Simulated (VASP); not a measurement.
Set up this calculation in VASP 6.6.1, as the native input.

```
Task                   : single point
Functional             : BLYP
Potentials or basis    : VASP PAW PBE potentials, release 64 (Os)
Cutoff                 : 520 eV
k mesh                 : 16 × 16 × 16
Occupations            : fermi-dirac, width 0.1 eV
Spin                   : no spin polarisation
Dipole correction      : no
Further INCAR settings : ALGO = Normal; EDIFF = 1e-06; NBANDS = 10
```

The structure of Os lies in POSCAR:

```
Os
1.0
   -1.5270063718      1.5270063718      1.5270063718
    1.5270063718     -1.5270063718      1.5270063718
    1.5270063718      1.5270063718     -1.5270063718
Os
1
Direct
    0.0000000000      0.0000000000      0.0000000000
```

This cell differs from its parent crystal: volume scaled by 0.92.

One way to write it, as run:

INCAR

```
AGGAC    = 1.0          
AGGAX    = 1.0          
ALDAC    = 0.0          
ALDAX    = 1.0          
ALGO     = Normal         # electronic algorithm
EDIFF    = 1E-6           # SCF threshold, eV
ENCUT    = 520            # plane-wave cutoff, eV
GGA      = B5             # functional
ISIF     = 2              # what is computed and relaxed
ISMEAR   = -1             # smearing method
LASPH    = True           # aspherical terms in the spheres
LCHARG   = True           # write CHGCAR
LELF     = True           # ELF
LREAL    = False          # projectors in reciprocal space
LVHAR    = True         
LWAVE    = False          # write WAVECAR
NBANDS   = 10             # bands
NELM     = 80             # most SCF steps
PREC     = Accurate       # precision mode
SIGMA    = 0.1            # smearing width, eV
```

KPOINTS

```
k-points
0
Gamma
  16 16 16
```

Potentials or basis: VASP PAW PBE potentials, release 64 (Os).

The run is started by

```bash
$ cat potpaw_PBE.64/Os/POTCAR > POTCAR
$ mpirun -np 1 vasp_std > vasp.out
```

It gave:

```
Pressure               : 34.8 GPa
Band gap on the k mesh : zero (band 4 reaches 12.56 eV, above the bottom of band 5 at 8.00 eV)
```

Caveat: the PAW data sets were made with another functional, which shifts forces and pressure a little; spin-orbit coupling is left out, which moves the levels of the heavy elements.

Wall time 9.1 s on 1 thread of Intel(R) Xeon(R) 6975P-C (Granite Rapids), on a shared host, peak memory 0.14 GiB.
